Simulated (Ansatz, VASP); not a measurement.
SnO2 in VASP and in Ansatz

The input INCAR:

```
PREC = Accurate
ENCUT = 520
EDIFF = 1E-6
ISMEAR = 0
SIGMA = 0.05
LREAL = False
LASPH = True
NELM = 80
ALGO = Normal
ISIF = 2
LWAVE = False
LCHARG = True
GGA = PS
LELF = True
LVHAR = True
NBANDS = 35
```

File KPOINTS:

```
Automatic mesh
0
Gamma
  6 6 8
```

POSCAR

```
SnO2
1.0
    4.7880040000      0.0000000000      0.0000000000
    0.0000000000      4.8665820000      0.0000000000
    0.0000000000      0.0000000000      3.2408980000
Sn O
2 4
Direct
    0.5000000000      0.5000000000      0.5000000000
    0.0000000000      0.0000000000      0.0000000000
    0.2918550000      0.3210420000      0.0000000000
    0.8086793303      0.1667825565      0.4999788472
    0.2081450000      0.8210420000      0.5000000000
    0.7081450000      0.6789580000      0.0000000000
```

Input for Ansatz:

```yaml
crystal:
  lattice:
    - [4.788004, 0.0, 0.0]
    - [0.0, 4.866582, 0.0]
    - [0.0, 0.0, 3.240898]
  atoms:
    - { symbol: Sn, position: [0.5, 0.5, 0.5] }
    - { symbol: Sn, position: [0.0, 0.0, 0.0] }
    - { symbol: O, position: [0.291855, 0.321042, 0.0] }
    - { symbol: O, position: [0.8086793303, 0.1667825565, 0.4999788472] }
    - { symbol: O, position: [0.208145, 0.821042, 0.5] }
    - { symbol: O, position: [0.708145, 0.678958, 0.0] }
basis:
  ecutwfc: 500
  fft_grid_basis: typed
kpoints:
  mp_grid: { grid: [6, 6, 8] }
hamiltonian:
  xc: pbesol
scf:
  occupations: { method: gaussian, width: 0.05 }
output:
  forces: true
  stress: true
  eigenvalues: true
  bader: true
  write_density: true
  volumetric_format: npy
```

Alike in both runs: task single point; functional PBEsol; k mesh 6 × 6 × 8; occupations gaussian, width 0.05 eV; no spin polarisation.

```csv
,VASP,Ansatz
version,VASP 6.6.1,Ansatz 0.2.0
potentials or method,"VASP PAW PBE potentials, release 64 (Sn_d, O), cutoff 520 eV","scalar-relativistic, plane waves, PAW"
valence electrons in the cell,52,52
```

```csv
,VASP,Ansatz,Ansatz less VASP
gap on the k mesh at the Fermi level (eV),0.75,0.76,+0.009
pressure (GPa),-4.5,-5.0,-0.53
"traceless stress, the component that is largest in VASP (GPa)",0.54,0.67,+0.133
rms of the force components (eV/Å),0.488,0.478,-0.0099
```

VASP's potentials were made for PBE, not for PBEsol. Atom by atom the forces differ by 0.013 eV/Å (rms over components). With one functional, cell and mesh, what is left measures potentials, basis and numerics.
